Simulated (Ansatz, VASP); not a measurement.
# Rb2ZnO6: VASP beside Ansatz

File INCAR:

```
PREC     = Accurate       # precision mode
ENCUT    = 600            # plane-wave cutoff, eV
EDIFF    = 1E-6           # SCF threshold, eV
ISMEAR   = 0              # smearing method
SIGMA    = 0.1            # smearing width, eV
LREAL    = False          # projectors in reciprocal space
LASPH    = True           # aspherical terms in the spheres
NELM     = 150            # most SCF steps
ALGO     = Normal         # electronic algorithm
ISIF     = 3              # what is computed and relaxed
LWAVE    = False          # write WAVECAR
LCHARG   = False          # write CHGCAR
ISPIN    = 2              # spin polarisation
MAGMOM   = 0 0 0 1 1 1 1 1 1 # initial moments
LORBIT   = 11             # projections on sites
GGA      = PE             # functional
IBRION   = 2              # ionic algorithm
NSW      = 90             # ionic steps
EDIFFG   = -0.04          # ionic threshold
```

KPOINTS

```
Automatic mesh
0
Gamma
  4 4 4
```

The input POSCAR:

```
Rb2ZnO6
1.0
    0.0000000000      4.2209496100      4.2209496100
    4.2209496100      0.0000000000      4.2209496100
    4.2209496100      4.2209496100      0.0000000000
Rb Zn O
2 1 6
Direct
    0.2500000000      0.2500000000      0.2500000000
    0.7500000000      0.7500000000      0.7500000000
    0.0000000000      0.0000000000      0.0000000000
    0.7500000000      0.2500000000      0.2500000000
    0.2500000000      0.7500000000      0.7500000000
    0.2500000000      0.7500000000      0.2500000000
    0.7500000000      0.2500000000      0.7500000000
    0.2500000000      0.2500000000      0.7500000000
    0.7500000000      0.7500000000      0.2500000000
```

Input for Ansatz:

```yaml
crystal:
  lattice:
    - [0.0, 4.22094961, 4.22094961]
    - [4.22094961, 0.0, 4.22094961]
    - [4.22094961, 4.22094961, 0.0]
  atoms:
    - { symbol: Rb, position: [0.25, 0.25, 0.25] }
    - { symbol: Rb, position: [0.75, 0.75, 0.75] }
    - { symbol: Zn, position: [0.0, 0.0, 0.0] }
    - { symbol: O, position: [0.75, 0.25, 0.25], spin: 1.0 }
    - { symbol: O, position: [0.25, 0.75, 0.75], spin: 1.0 }
    - { symbol: O, position: [0.25, 0.75, 0.25], spin: 1.0 }
    - { symbol: O, position: [0.75, 0.25, 0.75], spin: 1.0 }
    - { symbol: O, position: [0.25, 0.25, 0.75], spin: 1.0 }
    - { symbol: O, position: [0.75, 0.75, 0.25], spin: 1.0 }
basis:
  ecutwfc: 420
kpoints:
  mp_grid: { grid: [4, 4, 4] }
hamiltonian:
  xc: pbe
scf:
  occupations: { method: gaussian, width: 0.1 }
  lower_state_search: "off"
output:
  forces: true
  stress: true
  eigenvalues: true
  populations: true
magnetization:
  spin_polarized: true
relax:
  adjacent_minimum: "off"
  f_tol: 0.04
  max_steps: 70
  cell: { stress_tol: 0.4 }
```

Change from the starting cell: ordered vacancies on the cation sites of perovskite (Fm-3m, No. 225).

Alike in both runs: task relaxation of cell and atoms; functional PBE; k mesh 4 × 4 × 4; occupations gaussian, width 0.1 eV; collinear spin.

|  | VASP | Ansatz |
| --- | --- | --- |
| version | VASP 6.6.1 | Ansatz 0.2.0 |
| potentials or method | VASP PAW PBE potentials, release 64 (Rb_sv, Zn, O), cutoff 600 eV | scalar-relativistic, plane waves, PAW |
| valence electrons in the cell | 66 | 66 |

```tsv
	VASP	Ansatz	Ansatz less VASP
gap on the k mesh at the Fermi level, each at its own relaxed structure (eV)	none	none	-
net moment per atom (μB)	0.89	0.89	0.000
size of the moment on the site where the two differ most (μB)	0.24	0.30	+0.059
relaxed volume (Å³/atom)	19.22	18.74	-0.484
relaxed length of the cell vector where the two differ most in proportion (Å)	6.254	6.201	-0.0529
```

Site moments also hang on the region over which each program counts them. A gap of «none» marks a metal or a gap that the smearing closes.

Noted on VASP's run: the volume moved by over 15 % at a fixed basis, so the end points are rough.
